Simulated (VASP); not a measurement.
# W3O (P4_2mc) in VASP: a series of runs, part 2 of 2

VASP 6.6.1. Earlier steps stand in the parts before.

**4. Single point, PBEsol (all W atoms moved -0.050 Å, as atom 1 along Cartesian [0 1 0])**

Input file INCAR:

```
SYSTEM = W3O
  ALGO = Normal
  EDIFF = 1E-6
  ENCUT = 520
  GGA = PS
  ISIF = 2
  ISMEAR = 0
  LASPH = .TRUE.
  LCHARG = .FALSE.
  LREAL = .FALSE.
  LWAVE = .FALSE.
  NBANDS = 58
  NELM = 100
  PREC = Accurate
  SIGMA = 0.15
```

Input file KPOINTS:

```
k-points
0
G
  8 8 8
  0 0 0
```

Input file POSCAR:

```
W3O
1.0
    4.8313496810      0.0000000000      0.0000000000
    0.0000000000      4.8313496810      0.0000000000
    0.0000000000      0.0000000000      4.8313496810
W O
6 2
Direct
    0.5000000000      0.7396509250      0.0000000000
    0.0000000000      0.4896509250      0.7500000000
    0.2500000000     -0.0103490750      0.5000000000
    0.5000000000      0.2396509250      0.0000000000
    0.0000000000      0.4896509250      0.2500000000
    0.7500000000     -0.0103490750      0.5000000000
    0.5000000000      0.5000000000      0.5000000000
    0.0000000000      0.0000000000      0.0000000000
```

Potentials or basis: VASP PAW PBE potentials, release 64 (W_sv, O).

Started as:

```sh
> cat potpaw_PBE.64/W_sv/POTCAR potpaw_PBE.64/O/POTCAR > POTCAR
> mpirun -np 1 vasp_std > vasp.out
```

OUTCAR:

```text
SYSTEM = W3O
   EDIFF = 1E-6
   ENCUT = 520
   GGA = PS
   ISIF = 2
   ISMEAR = 0
   LASPH = .TRUE.
   LREAL = .FALSE.
   NELM = 100
   PREC = Accurate

 ion  position               nearest neighbor table
   1  0.500  0.740  0.000-   4 2.42   4 2.42   7 2.68   7 2.68   8 2.72   8 2.72   2 2.96   3 2.96
                             6 2.96   5 2.96   6 2.96   2 2.96   5 2.96   3 2.96
   2  0.000  0.490  0.750-   5 2.42   5 2.42   8 2.66   7 2.70   7 2.70   3 2.96   4 2.96   1 2.96
                             3 2.96   6 2.96   1 2.96   4 2.96   6 2.96
   3  0.250  0.990  0.500-   6 2.42   6 2.42   7 2.66   8 2.70   8 2.70   2 2.96   4 2.96   1 2.96
[... 1689 lines left out ...]
  Total        0.7261526      0.7071416      0.7261526      0.0000000      0.0000000      0.0000000
  in kB       10.3165161     10.0464248     10.3165161      0.0000000      0.0000000      0.0000000
  external PRESSURE =      10.2264857 kB  Pullay stress =       0.0000000 kB

 VOLUME and BASIS-vectors are now :
 -----------------------------------------------------------------------------
  energy-cutoff  :      520.00
  volume of cell :      112.77
      direct lattice vectors                 reciprocal lattice vectors
     4.831349681  0.000000000  0.000000000     0.206981499  0.000000000  0.000000000
     0.000000000  4.831349681  0.000000000     0.000000000  0.206981499  0.000000000
     0.000000000  0.000000000  4.831349681     0.000000000  0.000000000  0.206981499

 POSITION                                       TOTAL-FORCE (eV/Angst)
 -----------------------------------------------------------------------------------
      2.41567      3.57351      0.00000         0.000000     -0.057214      0.000000
      0.00000      2.36567      3.62351        -0.000000     -0.079391     -0.005666
      1.20784      4.78135      2.41567        -0.005666     -0.079391      0.000000
      2.41567      1.15784      0.00000         0.000000     -0.057214      0.000000
      0.00000      2.36567      1.20784        -0.000000     -0.079391      0.005666
      3.62351      4.78135      2.41567         0.005666     -0.079391      0.000000
      2.41567      2.41567      2.41567         0.000000      0.215996      0.000000
      0.00000      0.00000      0.00000         0.000000      0.215996      0.000000
 -----------------------------------------------------------------------------------
    total drift:                                0.000000      0.000541      0.000008

  FREE ENERGIE OF THE ION-ELECTRON SYSTEM (eV)
  ---------------------------------------------------
  free  energy   TOTEN  =       -86.5671842144 eV

  energy  without entropy=      -86.4906923225  energy(sigma->0) =      -86.52893827
```

stdout:

```text
POSCAR found type information on POSCAR W O
 POSCAR found :  2 types and       8 ions
 scaLAPACK will be used
 -----------------------------------------------------------------------------
|                                                                             |
|                                                                             |
|     You enforced a specific xc type in the INCAR file but a different       |
|     I HOPE YOU KNOW WHAT YOU ARE DOING!                                     |
|                                                                             |
 -----------------------------------------------------------------------------

 LDA part: xc-table for (Slater+PW92), standard interpolation
 POSCAR, INCAR and KPOINTS ok, starting setup
 FFT: planning ... GRIDC
 FFT: planning ... GRID_SOFT
 FFT: planning ... GRID
 WAVECAR not read
 entering main loop
```

Run time: 14 min. Hardware: 1 thread of Oxide Virtual Turin-like, shared host; peak memory 0.41 GiB.

Results:

```yaml
Free_energy: -86.5672 eV
Pressure: 1.0 GPa
Largest_force: 0.216 eV/Å
Band_gap_on_the_k_mesh: zero (band 48 reaches 10.54 eV, above the bottom of band 49 at 9.60 eV)
```

Forces on the atoms (eV/Å):
```
W    0.000 -0.057  0.000
W    0.000 -0.079 -0.006
W   -0.006 -0.079  0.000
W    0.000 -0.057  0.000
W    0.000 -0.079  0.006
W    0.006 -0.079  0.000
O    0.000  0.216  0.000
O    0.000  0.216  0.000
```

Caveat: the cell differs from its parent crystal (all W atoms moved -0.050 Å, as atom 1 along Cartesian [0 1 0]); the PAW data sets were made with another functional, which shifts forces and pressure a little; spin-orbit coupling is left out, which moves the levels of the heavy elements.

**5. Single point, PBEsol (all W atoms moved +0.025 Å, as atom 1 along Cartesian [0 1 0])**

Input file INCAR:

```
ALGO = Normal
EDIFF = 1E-7
ENCUT = 520
GGA = PS
ISIF = 2
ISMEAR = 0
LASPH = T
LCHARG = F
LREAL = F
LWAVE = F
NBANDS = 58
NELM = 80
PREC = Accurate
SIGMA = 0.15
```

Input file KPOINTS:

```
k-points
0
Gamma
  8 8 8
```

Input file POSCAR:

```
W3O
1.0
    4.8313496810      0.0000000000      0.0000000000
    0.0000000000      4.8313496810      0.0000000000
    0.0000000000      0.0000000000      4.8313496810
W O
6 2
Direct
    0.5000000000      0.7551745375      0.0000000000
    0.0000000000      0.5051745375      0.7500000000
    0.2500000000      0.0051745375      0.5000000000
    0.5000000000      0.2551745375      0.0000000000
    0.0000000000      0.5051745375      0.2500000000
    0.7500000000      0.0051745375      0.5000000000
    0.5000000000      0.5000000000      0.5000000000
    0.0000000000      0.0000000000      0.0000000000
```

Potentials or basis: VASP PAW PBE potentials, release 64 (W_sv, O).

Started as:

```sh
> cat potpaw_PBE.64/W_sv/POTCAR potpaw_PBE.64/O/POTCAR > POTCAR
> mpirun -np 1 vasp_std > vasp.out
```

OUTCAR:

```text
EDIFF = 1E-7
   ENCUT = 520
   GGA = PS
   ISIF = 2
   ISMEAR = 0
   LASPH = T
   LREAL = F
   NELM = 80
   PREC = Accurate

 ion  position               nearest neighbor table
   1  0.500  0.755  0.000-   4 2.42   4 2.42   8 2.69   8 2.69   7 2.71   7 2.71   2 2.96   3 2.96
                             6 2.96   5 2.96   6 2.96   2 2.96   5 2.96   3 2.96
   2  0.000  0.505  0.750-   5 2.42   5 2.42   8 2.68   7 2.70   7 2.70   8 2.72   4 2.96   1 2.96
                             3 2.96   6 2.96   6 2.96   1 2.96   4 2.96   3 2.96
   3  0.250  0.005  0.500-   6 2.42   6 2.42   7 2.68   8 2.70   8 2.70   7 2.72   4 2.96   1 2.96
                             4 2.96   5 2.96   2 2.96   5 2.96   1 2.96   2 2.96
   4  0.500  0.255  0.000-   1 2.42   1 2.42   7 2.69   7 2.69   8 2.71   8 2.71   3 2.96   3 2.96
                             6 2.96   5 2.96   6 2.96   2 2.96   5 2.96   2 2.96
   5  0.000  0.505  0.250-   2 2.42   2 2.42   8 2.68   7 2.70   7 2.70   8 2.72   3 2.96   4 2.96
                             3 2.96   6 2.96   6 2.96   1 2.96   4 2.96   1 2.96
   6  0.750  0.005  0.500-   3 2.42   3 2.42   7 2.68   8 2.70   8 2.70   7 2.72   1 2.96   1 2.96
                             4 2.96   4 2.96   2 2.96   5 2.96   5 2.96   2 2.96
   7  0.500  0.500  0.500-   3 2.68   6 2.68   4 2.69   4 2.69   2 2.70   5 2.70   2 2.70   5 2.70
                             1 2.71   1 2.71   3 2.72   6 2.72
[... 1670 lines left out ...]
     58      12.9105      0.00000

 [... further k-points ...]

------------------------ aborting loop because EDIFF is reached ----------------------------------------

  FORCE on cell =-STRESS in cart. coord.  units (eV):
  Direction    XX          YY          ZZ          XY          YZ          ZX
  --------------------------------------------------------------------------------------
  -------------------------------------------------------------------------------------
  Total        0.7068157      0.7010473      0.7068157      0.0000000      0.0000000      0.0000000
  in kB       10.0417950      9.9598427     10.0417950      0.0000000      0.0000000      0.0000000
  external PRESSURE =      10.0144776 kB  Pullay stress =       0.0000000 kB

 VOLUME and BASIS-vectors are now :
 -----------------------------------------------------------------------------
  energy-cutoff  :      520.00
  volume of cell :      112.77
      direct lattice vectors                 reciprocal lattice vectors
     4.831349681  0.000000000  0.000000000     0.206981499  0.000000000  0.000000000
     0.000000000  4.831349681  0.000000000     0.000000000  0.206981499  0.000000000
     0.000000000  0.000000000  4.831349681     0.000000000  0.000000000  0.206981499

 POSITION                                       TOTAL-FORCE (eV/Angst)
 -----------------------------------------------------------------------------------
      2.41567      3.64851      0.00000        -0.000000      0.028627      0.000000
      0.00000      2.44067      3.62351        -0.000000      0.039728     -0.001419
      1.20784      0.02500      2.41567        -0.001419      0.039728      0.000000
      2.41567      1.23284      0.00000        -0.000000      0.028627      0.000000
      0.00000      2.44067      1.20784        -0.000000      0.039728      0.001419
      3.62351      0.02500      2.41567         0.001419      0.039728      0.000000
      2.41567      2.41567      2.41567        -0.000000     -0.108084      0.000000
      0.00000      0.00000      0.00000        -0.000000     -0.108084      0.000000
 -----------------------------------------------------------------------------------
    total drift:                                0.000000      0.000526      0.000005

  FREE ENERGIE OF THE ION-ELECTRON SYSTEM (eV)
  ---------------------------------------------------
  free  energy   TOTEN  =       -86.5590876409 eV

  energy  without entropy=      -86.4824134151  energy(sigma->0) =      -86.52075053
```

stdout:

```text
POSCAR found type information on POSCAR W O
 POSCAR found :  2 types and       8 ions
 scaLAPACK will be used
 -----------------------------------------------------------------------------
|                                                                             |
|                                                                             |
|     You enforced a specific xc type in the INCAR file but a different       |
|     I HOPE YOU KNOW WHAT YOU ARE DOING!                                     |
|                                                                             |
 -----------------------------------------------------------------------------

 LDA part: xc-table for (Slater+PW92), standard interpolation
 POSCAR, INCAR and KPOINTS ok, starting setup
 FFT: planning ... GRIDC
 FFT: planning ... GRID_SOFT
 FFT: planning ... GRID
 WAVECAR not read
 entering main loop
```

It took 9.9 min on 1 thread of Oxide Virtual Turin-like, shared host; peak memory 0.41 GiB.

Results:

| Quantity | Value |
| --- | --- |
| Free energy | -86.5591 eV |
| Pressure | 1.0 GPa |
| Largest force | 0.108 eV/Å |
| Band gap on the k mesh | zero (band 48 reaches 10.54 eV, above the bottom of band 49 at 9.59 eV) |

Forces in eV/Å, atoms in the order of the input:
```
W    0.000  0.029  0.000
W    0.000  0.040 -0.001
W   -0.001  0.040  0.000
W    0.000  0.029  0.000
W    0.000  0.040  0.001
W    0.001  0.040  0.000
O    0.000 -0.108  0.000
O    0.000 -0.108  0.000
```

Caveat: the cell differs from its parent crystal (all W atoms moved +0.025 Å, as atom 1 along Cartesian [0 1 0]); the PAW data sets were made with another functional, which shifts forces and pressure a little; spin-orbit coupling is left out, which moves the levels of the heavy elements.
